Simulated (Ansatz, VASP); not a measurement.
**Si3C3N8 in VASP and in Ansatz**

```
Si C N
1.0
     7.04237    0.00000    0.00000
    -3.52118    6.09887    0.00000
     0.00000    0.00000    2.66834
Si C N
3 3 8
Direct
  0.22553 0.83495 0.50000
  0.16505 0.39058 0.50000
  0.60942 0.77447 0.50000
  0.42577 0.23666 0.00000
  0.81089 0.57423 0.00000
  0.76334 0.18911 0.00000
  0.33333 0.66667 0.50000
  0.66667 0.33333 0.00000
  0.94836 0.63801 0.50000
  0.30397 0.00230 0.00000
  0.69833 0.69603 0.00000
  0.36199 0.31035 0.50000
  0.99770 0.30167 0.00000
  0.68965 0.05164 0.50000
```

Alike in both runs: task single point; functional r2SCAN; k mesh 6 × 6 × 10; no spin polarisation.

|  | VASP | Ansatz |
| --- | --- | --- |
| version | VASP 6.6.1 | Ansatz 0.2.0 |
| potentials or method | VASP PAW PBE potentials, release 64 (Si, C, N) | plane waves, PAW |
| plane-wave cutoff (eV) | 520 | 500 |
| occupations | gaussian, width 0.01 eV | fixed |
| valence electrons in the cell | 64 | 64 |

VASP gave:

- gap on the k mesh at the Fermi level (eV): 2.68
- pressure (GPa): 0.3
- rms of the force components (eV/Å): 0.032

**Question.** Which values does Ansatz return?

**Answer.** gap on the k mesh at the Fermi level (eV): 2.69; pressure (GPa): 0.0; rms of the force components (eV/Å): 0.001.

VASP's potentials were made for PBE, not for r2SCAN.
